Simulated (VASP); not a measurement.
Wanted: the native input for a VASP 6.6.1 run.

- Task: single point
- Functional: r2SCAN0
- Potentials or basis: VASP PAW PBE potentials, release 64 (B)
- Cutoff: 520 eV
- k mesh: 8 × 8 × 8
- Occupations: fermi-dirac, width 0.1 eV
- Spin: no spin polarisation
- Dipole correction: no
- Grid for exact exchange (PRECFOCK): Normal
- Further INCAR settings: ALGO = Normal; EDIFF = 1e-07; NBANDS = 8

Crystal: B.

```
CELL_PARAMETERS angstrom
1.88449 0.00000 0.00000
0.00000 1.88449 0.00000
0.00000 0.00000 1.88449
ATOMIC_POSITIONS crystal
B 0.00000 0.00000 0.00000
```

These files were run (other wordings do the same):

POSCAR

```
B
1.0
    1.8844875099      0.0000000000      0.0000000000
    0.0000000000      1.8844875099      0.0000000000
    0.0000000000      0.0000000000      1.8844875099
B
1
Direct
    0.0000000000      0.0000000000      0.0000000000
```

INCAR.step1

```
SYSTEM = B
PREC = Accurate ; ENCUT = 520
EDIFF = 1E-5 ; ISMEAR = -1
SIGMA = 0.1 ; LREAL = .FALSE.
LASPH = .TRUE. ; NELM = 80
ALGO = Normal ; ISIF = 2
LWAVE = .TRUE. ; LCHARG = .FALSE.
GGA = PE ; NBANDS = 8
```

INCAR.step2

```
SYSTEM = B
PREC = Accurate ; ENCUT = 520
EDIFF = 1E-7 ; ISMEAR = -1
SIGMA = 0.1 ; LREAL = .FALSE.
LASPH = .TRUE. ; NELM = 80
ALGO = Normal ; ISIF = 2
LWAVE = .FALSE. ; LCHARG = .FALSE.
METAGGA = R2SCAN ; LHFCALC = .TRUE.
AEXX = 0.25 ; LMIXTAU = .TRUE.
PRECFOCK = Normal ; ISTART = 1
NBANDS = 8
```

KPOINTS

```
regular mesh
0
G
  8 8 8
  0 0 0
```

Potentials or basis: VASP PAW PBE potentials, release 64 (B).

Run with:

```sh
$ cat potpaw_PBE.64/B/POTCAR > POTCAR
$ cp INCAR.step1 INCAR
$ mpirun -np 1 vasp_std > vasp.out
$ cp INCAR.step2 INCAR
$ mpirun -np 1 vasp_std > vasp.out
```

Results of the run:

```json
{
  "Pressure": "-1.2 GPa"
}
```

Caveat: the k points lie up to 0.42 Å⁻¹ apart; the PAW data sets were made with another functional, which shifts forces and pressure a little.

Run time: 100 s on 1 thread of Intel Xeon 6975P-C, with other jobs on the host, peak memory 0.11 GiB.
